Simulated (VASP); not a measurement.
The system is BF.

```xyz
2
Lattice="-1.6211 1.6211 2.0258 1.6211 -1.6211 2.0258 1.6211 1.6211 -2.0258" Properties=species:S:1:pos:R:3 pbc="T T T"
B     0.0166    0.0254   -0.0384
F    -0.0339    0.0007    2.0708
```

Program: VASP 6.6.1. Alike in all runs: task single point; potentials or basis VASP PAW PBE potentials, release 64 (B, F); no spin polarisation; cell as given; cutoff (eV) 520.

Task: Order these runs on this cell by their band gap on the k mesh, lowest first.
A. level PBE; k mesh 14 × 14 × 16; smearing methfessel-paxton 0.05 eV
B. level PBE; k mesh 8 × 8 × 8; smearing methfessel-paxton 0.05 eV
C. level r2SCAN; k mesh 8 × 8 × 8; smearing fermi-dirac 0.05 eV

Result: A (0.12 eV), C (0.31 eV), B (0.59 eV).

A k mesh can miss the band edges.
